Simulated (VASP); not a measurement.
A run of VASP 6.6.1 is set up as follows.

File POSCAR:

```
GaAs
1.0
    0.0000000000      2.8822925071      2.8822925071
    2.8822925071      0.0000000000      2.8822925071
    2.8822925071      2.8822925071      0.0000000000
As Ga
1 1
Direct
    0.7500000000      0.7500000000      0.7500000000
    0.0000000000      0.0000000000      0.0000000000
```

INCAR.step1

```
SYSTEM = GaAs
ALGO = Normal ; EDIFF = 1E-5
ENCUT = 400 ; GGA = PE
GGA_COMPAT = .FALSE. ; ISIF = 2
ISMEAR = -1 ; LASPH = .TRUE.
LCHARG = .FALSE. ; LREAL = .FALSE.
LWAVE = .TRUE. ; NBANDS = 21
NELM = 120 ; PREC = Accurate
SIGMA = 0.05
```

File INCAR.step2:

```
SYSTEM = GaAs
AEXX = 1.0 ; AGGAC = 0.0
ALDAC = 0.0 ; ALGO = Normal
EDIFF = 1E-6 ; ENCUT = 400
GGA = PE ; GGA_COMPAT = .FALSE.
ISIF = 2 ; ISMEAR = -1
ISTART = 1 ; LASPH = .TRUE.
LCHARG = .FALSE. ; LHFCALC = .TRUE.
LREAL = .FALSE. ; LWAVE = .FALSE.
NBANDS = 21 ; NELM = 120
PREC = Accurate ; PRECFOCK = Normal
SIGMA = 0.05
```

File KPOINTS:

```
k-points
0
G
  4 4 4
  0 0 0
```

Potentials or basis: VASP PAW PBE potentials, release 64 (As_d, Ga_d).

Command:

```bash
$ cat potpaw_PBE.64/As_d/POTCAR potpaw_PBE.64/Ga_d/POTCAR > POTCAR
$ cp INCAR.step1 INCAR
$ mpirun -np 1 vasp_std > vasp.out
$ cp INCAR.step2 INCAR
$ mpirun -np 1 vasp_std > vasp.out
```

**Question.** Predict the band gap on the k mesh.

**Answer.** 7.15 eV.

**Question.** What does it give for the pressure?

**Answer.** -0.8 GPa.

Caveat: the k points lie up to 0.47 Å⁻¹ apart; the PAW data sets were made with another functional, which shifts forces and pressure a little. A k mesh can miss the band edges.
